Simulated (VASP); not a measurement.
Runs of VASP 6.6.1 on Au. The structure is that of space group P6_3/mmc (No. 194), or close to it. The cells are those of the table. This isn't the form of Au at room conditions, which is fcc.

```csv
cell,gap on the mesh (eV),pressure (GPa)
"a = 2.966, b = 2.966, c = 4.991 Å, angles 90.0, 90.0, 120.0°, 2 atoms",none,-14.0
"a = 2.910, b = 2.910, c = 4.896 Å, angles 90.0, 90.0, 120.0°, 2 atoms",none,(a)
"a = 2.938, b = 2.938, c = 4.944 Å, angles 90.0, 90.0, 120.0°, 2 atoms",none,-11.3
"a = 2.881, b = 2.881, c = 4.847 Å, angles 90.0, 90.0, 120.0°, 2 atoms",none,(b)
"a = 2.851, b = 2.851, c = 4.797 Å, angles 90.0, 90.0, 120.0°, 2 atoms",none,1.3
```

Alike in all rows: task single point; level PBEsol; potentials or basis VASP PAW PBE potentials, release 64 (Au); no spin polarisation; k mesh 11 × 11 × 6; cutoff (eV) 520; smearing methfessel-paxton 0.15 eV.

Problem. Estimate the missing entries.

Solution. (a) -7.9; (b) -3.8.

Caveats: the PAW data sets were made with another functional, which shifts forces and pressure a little; spin-orbit coupling is left out, which moves the levels of the heavy elements; the cell stands under tension (at least some runs).

A k mesh can miss the band edges, and the runs leave out spin-orbit coupling on Au.

A gap of «none» marks levels without a gap at the run's occupations.
